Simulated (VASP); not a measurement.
Input of a VASP 6.6.1 run:

Contents of INCAR:

```
PREC     = Accurate       # precision mode
ENCUT    = 520            # plane-wave cutoff, eV
EDIFF    = 1E-6           # SCF threshold, eV
ISMEAR   = 0              # smearing method
SIGMA    = 0.05           # smearing width, eV
LREAL    = F              # projectors in reciprocal space
LASPH    = T              # aspherical terms in the spheres
NELM     = 80             # most SCF steps
ALGO     = Normal         # electronic algorithm
ISIF     = 2              # what is computed and relaxed
LWAVE    = F              # write WAVECAR
LCHARG   = T              # write CHGCAR
GGA      = PS             # functional
LELF     = T              # ELF
LVHAR    = T            
NBANDS   = 11             # bands
```

Contents of KPOINTS:

```
regular mesh
0
Gamma
  8 8 8
```

POSCAR

```
MgS
1.0
   -0.5638143949      2.3524669581      2.3524669581
    2.3524669581     -0.5638143949      2.3524669581
    2.3524669581      2.3524669581     -0.5638143949
Mg S
1 1
Direct
    0.0000000000      0.0000000000      0.0000000000
    0.5000000000      0.5000000000      0.5000000000
```

Potentials or basis: VASP PAW PBE potentials, release 64 (Mg, S).

Launch:

```bash
$ cat potpaw_PBE.64/Mg/POTCAR potpaw_PBE.64/S/POTCAR > POTCAR
$ mpirun -np 1 vasp_std > vasp.out
```

Problem. Predict the pressure.

Solution. -1.2 GPa.

Problem. What does it give for the band gap on the k mesh?

Solution. 0.56 eV, indirect (least direct gap 1.45 eV).

Stress tensor (GPa, compression positive):
```
-1.22  6.38  6.38
 6.38 -1.22  6.38
 6.38  6.38 -1.22
```

Caveat: the PAW data sets were made with another functional, which shifts forces and pressure a little. A k mesh can miss the band edges.
